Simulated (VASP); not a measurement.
# HfS2 (P-3m1) in VASP: a series of runs, part 2 of 2

VASP 6.6.1.

## 5. Single point, PBE (epitaxial xy strain +2.0%)

INCAR

```
PREC     = Accurate       # precision mode
ENCUT    = 500            # plane-wave cutoff, eV
EDIFF    = 1E-6           # SCF threshold, eV
ISMEAR   = -1             # smearing method
SIGMA    = 0.02           # smearing width, eV
LREAL    = False          # projectors in reciprocal space
LASPH    = True           # aspherical terms in the spheres
NELM     = 120            # most SCF steps
ALGO     = Normal         # electronic algorithm
ISIF     = 2              # what is computed and relaxed
LWAVE    = False          # write WAVECAR
LCHARG   = True           # write CHGCAR
GGA      = PE             # functional
LELF     = True           # ELF
LVHAR    = True         
NBANDS   = 18             # bands
GGA_COMPAT= False
```

KPOINTS

```
Automatic mesh
0
Gamma
  12 12 4
```

POSCAR

```
HfS2
1.0
    3.7029018777      0.0000000000      0.0000000000
   -1.8514509388      3.2068070938      0.0000000000
    0.0000000000      0.0000000000      5.8195745691
Hf S
1 2
Direct
    0.0000000000      0.0000000000      0.0000000000
    0.3333333333      0.6666666667      0.2414297316
    0.6666666667      0.3333333333      0.7585702684
```

Started as:

```bash
> cat potpaw_PBE.64/Hf_pv/POTCAR potpaw_PBE.64/S/POTCAR > POTCAR
> mpirun -np 1 vasp_std > vasp.out
```

It took 82 s on 1 thread of AMD EPYC 9R14 (Zen 4), shared host; peak memory 0.19 GiB.

Results (log left out):

```
Free energy            : -22.8756 eV
Pressure               : -0.6 GPa
Largest force          : 0.038 eV/Å
Band gap on the k mesh : 1.14 eV (least direct gap 1.81 eV)
```

Forces in eV/Å, atoms in the order of the input:
```
Hf   0.000  0.000  0.000
S    0.000  0.000  0.038
S    0.000  0.000 -0.038
```

Stress tensor (GPa, compression positive):
```
-1.93  0.00  0.00
 0.00 -1.93  0.00
 0.00  0.00  2.03
```

Levels at points of the mesh, in eV from the valence-band top:
| k point | band 7 | band 8 | band 9 | band 10 | band 11 | band 12 | band 13 | band 14 | band 15 | band 16 |
| --- | --- | --- | --- | --- | --- | --- | --- | --- | --- | --- |
| (0.00, 0.00, 0.00) | -3.00 | -3.00 | -0.29 | -0.29 | -0.01 | 1.80 | 1.80 | 2.59 | 5.31 | 5.31 |
| (0.50, 0.00, 0.00) | -2.86 | -2.58 | -2.47 | -1.97 | -1.55 | 1.21 | 3.58 | 3.67 | 6.20 | 6.23 |
| (0.00, 0.00, 0.50) | -2.96 | -2.96 | -1.77 | -0.43 | -0.43 | 1.76 | 1.76 | 2.71 | 5.76 | 5.76 |
| (0.50, 0.00, 0.50) | -3.49 | -2.74 | -2.28 | -1.30 | -0.92 | 1.14 | 3.64 | 3.65 | 5.69 | 5.70 |

Caveat: the cell differs from its parent crystal (epitaxial xy strain +2.0%); spin-orbit coupling is left out, which moves the levels of the heavy elements; this functional lacks dispersion, which binds the layers, so the pressure and a relaxed spacing across them are unreliable. A k mesh can miss the band edges.

## 6. Single point, PBE (epitaxial xy strain +3.0%)

INCAR

```
ALGO     = Normal         # electronic algorithm
EDIFF    = 1E-6           # SCF threshold, eV
ENCUT    = 500            # plane-wave cutoff, eV
GGA      = PE             # functional
GGA_COMPAT= False        
ISIF     = 2              # what is computed and relaxed
ISMEAR   = -1             # smearing method
LASPH    = True           # aspherical terms in the spheres
LCHARG   = False          # write CHGCAR
LREAL    = False          # projectors in reciprocal space
LWAVE    = False          # write WAVECAR
NBANDS   = 18             # bands
NELM     = 120            # most SCF steps
PREC     = Accurate       # precision mode
SIGMA    = 0.02           # smearing width, eV
```

KPOINTS

```
k-points
0
Gamma
  12 12 4
```

POSCAR

```
HfS2
1.0
    3.7392048372      0.0000000000      0.0000000000
   -1.8696024186      3.2382463790      0.0000000000
    0.0000000000      0.0000000000      5.7901827784
Hf S
1 2
Direct
    0.0000000000      0.0000000000      0.0000000000
    0.3333333333      0.6666666667      0.2397385716
    0.6666666667      0.3333333333      0.7602614284
```

Potentials or basis: VASP PAW PBE potentials, release 64 (Hf_pv, S).

Started as:

```bash
> cat potpaw_PBE.64/Hf_pv/POTCAR potpaw_PBE.64/S/POTCAR > POTCAR
> mpirun -np 1 vasp_std > vasp.out
```

Run time: 75 s. Hardware: 1 thread of AMD EPYC 9R14 (Zen 4), shared host; peak memory 0.19 GiB.

It converged, with:

```yaml
Free_energy: -22.8485 eV
Pressure: -1.6 GPa
Largest_force: 0.029 eV/Å
Band_gap_on_the_k_mesh: 1.18 eV (least direct gap 1.74 eV)
```

Forces on the atoms (eV/Å):
```
Hf   0.000  0.000  0.000
S    0.000  0.000  0.029
S    0.000  0.000 -0.029
```

Stress tensor (GPa, compression positive):
```
-3.33  0.00  0.00
 0.00 -3.33  0.00
 0.00  0.00  1.94
```

Levels at points of the mesh, in eV from the valence-band top:
```
           k point  band 7  band 8  band 9  band 10  band 11  band 12  band 13  band 14  band 15  band 16
(0.00, 0.00, 0.00)   -3.08   -3.08   -0.37    -0.37     0.00     1.74     1.74     2.57     5.25     5.28
(0.50, 0.00, 0.00)   -2.85   -2.61   -2.43    -1.95    -1.63     1.22     3.38     3.52     6.13     6.14
(0.00, 0.00, 0.50)   -3.04   -3.04   -1.73    -0.50    -0.50     1.69     1.69     2.64     5.73     5.73
(0.50, 0.00, 0.50)   -3.48   -2.77   -2.23    -1.38    -0.91     1.18     3.44     3.50     5.62     5.69
```

Caveat: the cell differs from its parent crystal (epitaxial xy strain +3.0%); spin-orbit coupling is left out, which moves the levels of the heavy elements; this functional lacks dispersion, which binds the layers, so the pressure and a relaxed spacing across them are unreliable.

## 7. Overview

| cell | gap on the mesh (eV) | pressure (GPa) | largest force (eV/Å) |
| --- | --- | --- | --- |
| a = 3.558, b = 3.558, c = 5.935 Å, angles 90.0, 90.0, 120.0°, 3 atoms, atomic positions A | 0.88 | 4.0 | 0.08 |
| a = 3.594, b = 3.594, c = 5.908 Å, angles 90.0, 90.0, 120.0°, 3 atoms, atomic positions A | 1.00 | 2.7 | 0.07 |
| a = 3.667, b = 3.667, c = 5.849 Å, angles 90.0, 90.0, 120.0°, 3 atoms, atomic positions B | 1.09 | 0.4 | 0.05 |
| a = 3.703, b = 3.703, c = 5.820 Å, angles 90.0, 90.0, 120.0°, 3 atoms, atomic positions B | 1.14 | -0.6 | 0.04 |
| a = 3.739, b = 3.739, c = 5.790 Å, angles 90.0, 90.0, 120.0°, 3 atoms, atomic positions C | 1.18 | -1.6 | 0.03 |

Alike in all rows: task single point; level PBE; potentials or basis VASP PAW PBE potentials, release 64 (Hf_pv, S); no spin polarisation; k mesh 12 × 12 × 4; cutoff (eV) 500; smearing fermi-dirac 0.02 eV.

Caveats: spin-orbit coupling is left out, which moves the levels of the heavy elements; this functional lacks dispersion, which binds the layers, so the pressure and a relaxed spacing across them are unreliable; the cell stands under pressure (at least some runs).

Total energies depend on the potentials used, so only differences within one code and one set of settings carry meaning.
